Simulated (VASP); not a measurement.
# Ag in VASP: notebook

Ag is run at these levels: PBEsol; tasks: single point.

Program: VASP 6.6.1. These are calculated values, not measurements. Logs are shortened: lines on timing, memory, paths and dates and some standing lists are left out, and cuts for length are marked.

### Step 1. The cell of the first run

Symmetry: Im-3m, No. 229, cubic system. Conventional cell: a = 3.311 Å, b = 3.311 Å, c = 3.311 Å, α = 90.00°, β = 90.00°, γ = 90.00°. Ag (site symmetry m-3m) has 14 Ag at 2.87 to 3.31 Å within 3.8 Å.

### Step 2. Single point, PBEsol

INCAR reads:

```
SYSTEM = Ag
  PREC = Accurate
  ENCUT = 520
  EDIFF = 1E-7
  ISMEAR = -1
  SIGMA = 0.05
  LREAL = .False.
  LASPH = .True.
  NELM = 100
  ALGO = Normal
  ISIF = 2
  LWAVE = .False.
  LCHARG = .True.
  GGA = PS
  LELF = .True.
  LVHAR = .True.
  NBANDS = 12
```

KPOINTS reads:

```
regular mesh
0
Gamma
  9 9 9
  0 0 0
```

POSCAR reads:

```
Ag
1.0
   -1.6556540000      1.6556540000      1.6556540000
    1.6556540000     -1.6556540000      1.6556540000
    1.6556540000      1.6556540000     -1.6556540000
Ag
1
Direct
    0.0000000000      0.0000000000      0.0000000000
```

Potentials or basis: VASP PAW PBE potentials, release 64 (Ag).

The run is started by

```bash
$ cat potpaw_PBE.64/Ag/POTCAR > POTCAR
$ mpirun -np 1 vasp_std > vasp.out
```

OUTCAR:

```text
SYSTEM = Ag
   PREC = Accurate
   ENCUT = 520
   EDIFF = 1E-7
   ISMEAR = -1
   LREAL = .False.
   LASPH = .True.
   NELM = 100
   ISIF = 2
   GGA = PS

 ion  position               nearest neighbor table
   1  0.000  0.000  0.000-

  LATTYP: Found a body centered cubic cell.
 ALAT       =     3.3113080000

  Lattice vectors:

 A1 = (  -1.6556540000,   1.6556540000,   1.6556540000)
 A2 = (   1.6556540000,  -1.6556540000,   1.6556540000)
 A3 = (   1.6556540000,   1.6556540000,  -1.6556540000)

Analysis of symmetry for initial positions (statically):
=====================================================================
 Subroutine PRICEL returns:
 Original cell was already a primitive cell.

 Routine SETGRP: Setting up the symmetry group for a
 body centered cubic supercell.

 Subroutine GETGRP returns: Found 48 space group operations
[... 9 lines left out ...]

 Routine SETGRP: Setting up the symmetry group for a
 body centered cubic supercell.

 Subroutine GETGRP returns: Found 48 space group operations
[... 11 lines left out ...]
                                     Primitive cell

  volume of cell :      18.1538

  direct lattice vectors                    reciprocal lattice vectors
    -1.655654000  1.655654000  1.655654000     0.000000000  0.301995465  0.301995465
     1.655654000 -1.655654000  1.655654000     0.301995465  0.000000000  0.301995465
     1.655654000  1.655654000 -1.655654000     0.301995465  0.301995465  0.000000000

  length of vectors
     2.867676848  2.867676848  2.867676848     0.427086083  0.427086083  0.427086083

  position of ions in fractional coordinates (direct lattice)
     0.000000000  0.000000000  0.000000000

  ion indices of the primitive-cell ions
   primitive index   ion index
                 1           1

----------------------------------------------------------------------------------------

 KPOINTS: regular mesh

Automatic generation of k-mesh.
 Grid dimensions read from file:
 generate k-points for:    9    9    9

 Generating k-lattice:

  Cartesian coordinates                     Fractional coordinates (reciprocal lattice)
     0.000000000  0.033555052  0.033555052     0.111111111  0.000000000  0.000000000
     0.033555052  0.000000000  0.033555052     0.000000000  0.111111111  0.000000000
     0.033555052  0.033555052  0.000000000     0.000000000  0.000000000  0.111111111

  Length of vectors
[... 53 lines left out ...]
   ENCUT  =  520.0 eV  38.22 Ry    6.18 a.u.   5.33  5.33  5.33*2*pi/ulx,y,z
   NELM   =    100;   NELMIN=  2; NELMDL= -5     # of ELM steps
   EDIFF  = 0.1E-06   stopping-criterion for ELM
   LREAL  =      F    real-space projection
   EDIFFG = 0.1E-05   stopping-criterion for IOM
   NSW    =      0    number of steps for IOM
   IBRION =     -1    ionic relax: 0-MD 1-quasi-New 2-CG
   NFREE  =      0    steps in history (QN), initial steepest desc. (CG)
   ISIF   =      2    stress and relaxation
   ISYM   =      2    0-nonsym 1-usesym 2-fastsym
   POTIM  = 0.5000    time-step for ionic-motion
   TEBEG  =    0.0;   TEEND  =   0.0 temperature during run
   PSTRESS=    0.0 pullay stress
   NELECT =      11.0000    total number of electrons
   NUPDOWN=      -1.0000    fix difference up-down
   EMIN   =  10.00;   EMAX   =-10.00  energy-range for DOS
   EFERMI =   0.00;   METHOD = LEGACY
   ISMEAR =    -1;   SIGMA  =   0.05  broadening in eV -4-tet -1-fermi 0-gaus
   EFERMI_NEDOS =   21; number of points for ismear=-14 and -15
   IALGO  =     38    algorithm
   IMIX   =      4    mixing-type and parameters
     AMIX     =   0.40;   BMIX     =  1.00
     AMIX_MAG =   1.60;   BMIX_MAG =  1.00
  volume/ion in A,a.u.               =      18.15       122.51
  Fermi-wavevector in a.u.,A,eV,Ry     =   1.385318  2.617871 26.111022  1.919106
  Thomas-Fermi vector in A             =   2.509739
   LORBIT       =      0    0 simple, 1 ext, 2 COOP (PROOUT), +10 PAW based schemes
   GGA     = PS    functional components
   LHFCALC =     F    Hartree Fock is set to
   AEXX    =    0.0000 exact exchange contribution
   IVDW    =     0    specifies the selected vdW correction
   LEPSILON=     F    determine dielectric tensor
   LRPA    =     F    only Hartree local field effects (RPA)
 non-spin polarized calculation
  energy-cutoff  :      520.00
  volume of cell :       18.15
 maximum number of plane-waves:       498
 NGX is ok and might be reduce to    24
   NGX = 11   NGY = 11   NGZ = 11

 number of electron      11.0000001 magnetization

 Free energy of the ion-electron system (eV)
  ---------------------------------------------------
  ext. energy  EPLUGINS =         0.00000000
  ---------------------------------------------------
  free energy    TOTEN  =        -3.24927618 eV

  energy without entropy =       -3.24488934  energy(sigma->0) =       -3.24708276

 E-fermi :   7.3225     XC(G=0): -12.0404

 val. band max:        7.2909547267   @ k =  -0.3333   0.4444   0.1111
 cond. band min:       7.5712669498   @ k =  -0.4444   0.4444   0.1111
 fundamental gap:      0.2803122232
 Fermi energy:         7.3225283844

 k-point     1 :       0.0000    0.0000    0.0000
  band No.  band energies     occupation
      1       0.0213      2.00000
      2       2.7360      2.00000
      3       2.7360      2.00000
      4       2.7360      2.00000
      5       3.9531      2.00000
      6       3.9531      2.00000
      7      25.1038      0.00000
      8      25.1038      0.00000
      9      25.1038      0.00000
     10      30.4569      0.00000
     11      30.4569      0.00000
     12      30.4569      0.00000
[... 331 lines left out ...]
 k-point    24 :      -0.4444   -0.4444    0.1111
  band No.  band energies     occupation
      1       1.8645      2.00000
      2       2.4648      2.00000
      3       2.9936      2.00000
      4       3.7238      2.00000
      5       4.6321      2.00000
      6       9.5560      0.00000
      7      11.4867      0.00000
      8      16.8441      0.00000
      9      22.0736      0.00000
     10      27.0422      0.00000
     11      27.4218      0.00000
     12      31.5016      0.00000

 [... further k-points ...]
[... 5 lines left out ...]
  --------------------------------------------------------------------------------------
  -------------------------------------------------------------------------------------
  Total       -0.8346932     -0.8346932     -0.8346932      0.0000000      0.0000000      0.0000000
  in kB      -73.6662777    -73.6662777    -73.6662777      0.0000000      0.0000000      0.0000000
  external PRESSURE =     -73.6662777 kB  Pullay stress =       0.0000000 kB

 VOLUME and BASIS-vectors are now :
 -----------------------------------------------------------------------------
  energy-cutoff  :      520.00
  volume of cell :       18.15
      direct lattice vectors                 reciprocal lattice vectors
    -1.655654000  1.655654000  1.655654000     0.000000000  0.301995465  0.301995465
     1.655654000 -1.655654000  1.655654000     0.301995465  0.000000000  0.301995465
     1.655654000  1.655654000 -1.655654000     0.301995465  0.301995465  0.000000000

 POSITION                                       TOTAL-FORCE (eV/Angst)
 -----------------------------------------------------------------------------------
      0.00000      0.00000      0.00000        -0.000000      0.000000      0.000000
 -----------------------------------------------------------------------------------
    total drift:                               -0.000000      0.000000      0.000000

  FREE ENERGIE OF THE ION-ELECTRON SYSTEM (eV)
  ---------------------------------------------------
  free  energy   TOTEN  =        -3.2492761837 eV

  energy  without entropy=       -3.2448893415  energy(sigma->0) =       -3.24708276
```

stdout:

```text
POSCAR found type information on POSCAR Ag
 POSCAR found :  1 types and       1 ions
 scaLAPACK will be used
 -----------------------------------------------------------------------------
|                                                                             |
|                                                                             |
|     You enforced a specific xc type in the INCAR file but a different       |
|     I HOPE YOU KNOW WHAT YOU ARE DOING!                                     |
|                                                                             |
 -----------------------------------------------------------------------------

 LDA part: xc-table for (Slater+PW92), standard interpolation
 POSCAR, INCAR and KPOINTS ok, starting setup
 FFT: planning ... GRIDC
 FFT: planning ... GRID_SOFT
 FFT: planning ... GRID
 WAVECAR not read
 entering main loop
```

Wall time 16 s (1 thread of AMD EPYC 7R13, shared host); peak memory 0.11 GiB.

Results:

* Free energy: -3.2493 eV
* Pressure: -7.4 GPa

Levels at points of the mesh, in eV from the Fermi level:
```
           k point  band 2  band 3  band 4  band 5  band 6  band 7  band 8  band 9  band 10  band 11
(0.00, 0.00, 0.00)   -4.59   -4.59   -4.59   -3.37   -3.37   17.78   17.78   17.78    23.13    23.13
```

Caveat: the PAW data sets were made with another functional, which shifts forces and pressure a little.

### Step 3. Single point, PBEsol

This run uses another cell than the first one, of 18.52 Å³/atom, 1.020 times its volume.

INCAR reads:

```
SYSTEM = Ag
PREC = Accurate
ENCUT = 520
EDIFF = 1E-6
ISMEAR = -1
SIGMA = 0.05
LREAL = .FALSE.
LASPH = .TRUE.
NELM = 100
ALGO = Normal
ISIF = 2
LWAVE = .FALSE.
LCHARG = .FALSE.
GGA = PS
NBANDS = 12
```

KPOINTS reads:

```
regular mesh
0
G
  9 9 9
  0 0 0
```

POSCAR reads:

```
Ag
1.0
   -1.6722105400      1.6722105400      1.6556540000
    1.6722105400     -1.6722105400      1.6556540000
    1.6722105400      1.6722105400     -1.6556540000
Ag
1
Direct
    0.0000000000      0.0000000000      0.0000000000
```

Potentials or basis: VASP PAW PBE potentials, release 64 (Ag).

The run is started by

```bash
$ cat potpaw_PBE.64/Ag/POTCAR > POTCAR
$ mpirun -np 1 vasp_std > vasp.out
```

Run time: 27 s. Hardware: 1 thread of AMD EPYC 7R13, shared host; peak memory 0.12 GiB.

The run converged. Its results:

```yaml
Free_energy: -3.2315 eV
Pressure: -8.7 GPa
```

Stress tensor (GPa, compression positive):
```
-8.43  0.00  0.00
 0.00 -8.43  0.00
 0.00  0.00 -9.30
```

Levels at points of the mesh, in eV from the Fermi level:
```
           k point  band 3  band 4  band 5  band 6  band 7  band 8  band 9  band 10
(0.00, 0.00, 0.00)   -4.51   -4.51   -3.37   -3.32   17.65   17.65   17.82    22.69
```

Caveat: the PAW data sets were made with another functional, which shifts forces and pressure a little.

### Step 4. Single point, PBEsol

This run uses another cell than the first one, of 18.89 Å³/atom, 1.040 times its volume.

INCAR reads:

```
SYSTEM = Ag
PREC = Accurate
ENCUT = 520
EDIFF = 1E-7
ISMEAR = -1
SIGMA = 0.05
LREAL = .FALSE.
LASPH = .TRUE.
NELM = 60
ALGO = Fast
ISIF = 2
LWAVE = .FALSE.
LCHARG = .TRUE.
GGA = PS
LELF = .TRUE.
LVHAR = .TRUE.
NBANDS = 12
```

KPOINTS is that of step 3.

POSCAR reads:

```
Ag
1.0
   -1.6887670800      1.6887670800      1.6556540000
    1.6887670800     -1.6887670800      1.6556540000
    1.6887670800      1.6887670800     -1.6556540000
Ag
1
Direct
    0.0000000000      0.0000000000      0.0000000000
```

Potentials or basis: VASP PAW PBE potentials, release 64 (Ag).

The run is started by

```bash
$ cat potpaw_PBE.64/Ag/POTCAR > POTCAR
$ mpirun -np 1 vasp_std > vasp.out
```

OUTCAR:

```text
SYSTEM = Ag
   PREC = Accurate
   ENCUT = 520
   EDIFF = 1E-7
   ISMEAR = -1
   LREAL = .FALSE.
   LASPH = .TRUE.
   NELM = 60
   ISIF = 2
   GGA = PS

 ion  position               nearest neighbor table
   1  0.000  0.000  0.000-

  LATTYP: Found a body centered tetragonal cell.
 ALAT       =     3.3775341600
 C/A-ratio  =     0.9803921569

  Lattice vectors:

 A1 = (  -1.6887670800,   1.6887670800,   1.6556540000)
 A2 = (   1.6887670800,  -1.6887670800,   1.6556540000)
 A3 = (   1.6887670800,   1.6887670800,  -1.6556540000)

Analysis of symmetry for initial positions (statically):
=====================================================================
 Subroutine PRICEL returns:
 Original cell was already a primitive cell.

 Routine SETGRP: Setting up the symmetry group for a
 body centered tetragonal supercell.

 Subroutine GETGRP returns: Found 16 space group operations
 (whereof 16 operations were pure point group operations)
 out of a pool of 16 trial point group operations.

The static configuration has the point symmetry D_4h.

Analysis of symmetry for dynamics (positions and initial velocities):
=====================================================================
 Subroutine PRICEL returns:
[... 162 lines left out ...]

 k-point     1 :       0.0000    0.0000    0.0000
  band No.  band energies     occupation
      1      -0.2062      2.00000
      2       2.3174      2.00000
      3       2.3925      2.00000
      4       2.3925      2.00000
      5       3.4562      2.00000
      6       3.5502      2.00000
      7      24.3298      0.00000
      8      24.3298      0.00000
      9      24.6672      0.00000
     10      29.0800      0.00000
     11      29.0803      0.00000
     12      29.5549      0.00000
[... 331 lines left out ...]
 k-point    24 :       0.4444    0.4444    0.0000
  band No.  band energies     occupation
      1       1.2629      2.00000
      2       1.8176      2.00000
      3       3.3833      2.00000
      4       3.3931      2.00000
      5       4.0383      2.00000
      6       7.6930      0.00000
      7      10.4143      0.00000
      8      18.3445      0.00000
      9      20.3739      0.00000
     10      26.2503      0.00000
     11      28.8871      0.00000
     12      29.6331      0.00000

 [... further k-points ...]
[... 5 lines left out ...]
  --------------------------------------------------------------------------------------
  -------------------------------------------------------------------------------------
  Total       -1.1103848     -1.1103848     -1.2790818      0.0000000      0.0000000      0.0000000
  in kB      -94.1922127    -94.1922127   -108.5025218      0.0000000      0.0000000      0.0000000
  external PRESSURE =     -98.9623157 kB  Pullay stress =       0.0000000 kB

 VOLUME and BASIS-vectors are now :
 -----------------------------------------------------------------------------
  energy-cutoff  :      520.00
  volume of cell :       18.89
      direct lattice vectors                 reciprocal lattice vectors
    -1.688767080  1.688767080  1.655654000     0.000000000  0.296073986  0.301995465
     1.688767080 -1.688767080  1.655654000     0.296073986  0.000000000  0.301995465
     1.688767080  1.688767080 -1.655654000     0.296073986  0.296073986  0.000000000

 POSITION                                       TOTAL-FORCE (eV/Angst)
 -----------------------------------------------------------------------------------
      0.00000      0.00000      0.00000        -0.000000     -0.000000      0.000000
 -----------------------------------------------------------------------------------
    total drift:                                0.000000     -0.000000      0.000000

  FREE ENERGIE OF THE ION-ELECTRON SYSTEM (eV)
  ---------------------------------------------------
  free  energy   TOTEN  =        -3.2111380435 eV

  energy  without entropy=       -3.2081652601  energy(sigma->0) =       -3.20965165
```

OSZICAR:

```text
N       E                     dE             d eps       ncg     rms          rms(c)
DAV:   1     0.507255135953E+02    0.50726E+02   -0.53798E+03  1824   0.818E+02
DAV:   2    -0.268182216796E+01   -0.53407E+02   -0.49720E+02  2072   0.188E+02
DAV:   3    -0.351312577606E+01   -0.83130E+00   -0.83091E+00  2068   0.250E+01
DAV:   4    -0.351569969120E+01   -0.25739E-02   -0.25738E-02  2068   0.145E+00
DAV:   5    -0.351572162358E+01   -0.21932E-04   -0.21932E-04  2024   0.119E-01    0.433E+00
RMM:   6    -0.321966126498E+01    0.29606E+00   -0.50527E-01  1810   0.631E+00    0.264E+00
RMM:   7    -0.321406216591E+01    0.55991E-02   -0.79821E-03  2014   0.100E+00    0.161E+00
RMM:   8    -0.321115466225E+01    0.29075E-02   -0.58347E-04  2032   0.253E-01    0.186E-01
RMM:   9    -0.321113895653E+01    0.15706E-04   -0.92699E-05  2106   0.824E-02    0.526E-02
RMM:  10    -0.321113741095E+01    0.15456E-05   -0.15169E-05  2124   0.314E-02    0.129E-02
RMM:  11    -0.321113793823E+01   -0.52728E-06   -0.40510E-06  2100   0.130E-02    0.546E-03
RMM:  12    -0.321113804415E+01   -0.10592E-06   -0.39493E-07  1781   0.430E-03    0.746E-03
RMM:  13    -0.321113804354E+01    0.60527E-09   -0.20056E-07  1483   0.354E-03
   1 F= -.32111380E+01 E0= -.32096517E+01  d E =-.297278E-02
```

Run time: 39 s. Hardware: 1 thread of AMD EPYC 7R13, shared host; peak memory 0.11 GiB.

Results:

| Property | Result |
| --- | --- |
| Free energy | -3.2111 eV |
| Pressure | -9.9 GPa |

Stress tensor (GPa, compression positive):
```
 -9.42   0.00   0.00
  0.00  -9.42   0.00
  0.00   0.00 -10.85
```

Caveat: the PAW data sets were made with another functional, which shifts forces and pressure a little.

### Step 5. Single point, PBEsol

This run uses another cell than the first one, of 19.64 Å³/atom, 1.082 times its volume.

INCAR reads:

```
ALGO     = Normal         # electronic algorithm
EDIFF    = 1E-7           # SCF threshold, eV
ENCUT    = 520            # plane-wave cutoff, eV
GGA      = PS             # functional
ISIF     = 2              # what is computed and relaxed
ISMEAR   = -1             # smearing method
LASPH    = True           # aspherical terms in the spheres
LCHARG   = False          # write CHGCAR
LREAL    = False          # projectors in reciprocal space
LWAVE    = False          # write WAVECAR
NBANDS   = 12             # bands
NELM     = 100            # most SCF steps
PREC     = Accurate       # precision mode
SIGMA    = 0.05           # smearing width, eV
```

KPOINTS reads:

```
k-points
0
Gamma
  9 9 9
```

POSCAR reads:

```
Ag
1.0
   -1.7218801600      1.7218801600      1.6556540000
    1.7218801600     -1.7218801600      1.6556540000
    1.7218801600      1.7218801600     -1.6556540000
Ag
1
Direct
    0.0000000000      0.0000000000      0.0000000000
```

The run is started by

```bash
$ cat potpaw_PBE.64/Ag/POTCAR > POTCAR
$ mpirun -np 1 vasp_std > vasp.out
```

Wall time 30 s (1 thread of AMD EPYC 7R13, shared host); peak memory 0.12 GiB.

It converged, with:

* Free energy: -3.1632 eV
* Pressure: -11.8 GPa

Stress tensor (GPa, compression positive):
```
-11.24   0.00   0.00
  0.00 -11.24   0.00
  0.00   0.00 -12.80
```

Levels at points of the mesh, in eV from the Fermi level:
| k point | band 3 | band 4 | band 5 | band 6 | band 7 | band 8 | band 9 | band 10 |
| --- | --- | --- | --- | --- | --- | --- | --- | --- |
| (0.00, 0.00, 0.00) | -4.29 | -4.29 | -3.37 | -3.20 | 17.22 | 17.22 | 17.89 | 21.46 |

Caveat: the PAW data sets were made with another functional, which shifts forces and pressure a little.

### Step 6. Summary

| cell | gap on the mesh (eV) | pressure (GPa) |
| --- | --- | --- |
| a = 2.868 Å, angles 109.5°, 1 atom | none | -7.4 |
| a = 2.887 Å, angles 109.2, 109.2, 110.0°, 1 atom | none | -8.7 |
| a = 2.906 Å, angles 108.9, 108.9, 110.5°, 1 atom | none | -9.9 |
| a = 2.945 Å, angles 108.4, 108.4, 111.6°, 1 atom | none | -11.8 |

Alike in all rows: task single point; level PBEsol; potentials or basis VASP PAW PBE potentials, release 64 (Ag); no spin polarisation; k mesh 9 × 9 × 9; cutoff (eV) 520; smearing fermi-dirac 0.05 eV.

Caveats: the PAW data sets were made with another functional, which shifts forces and pressure a little.

Total energies depend on the potentials used, so only differences within one code and one set of settings carry meaning.
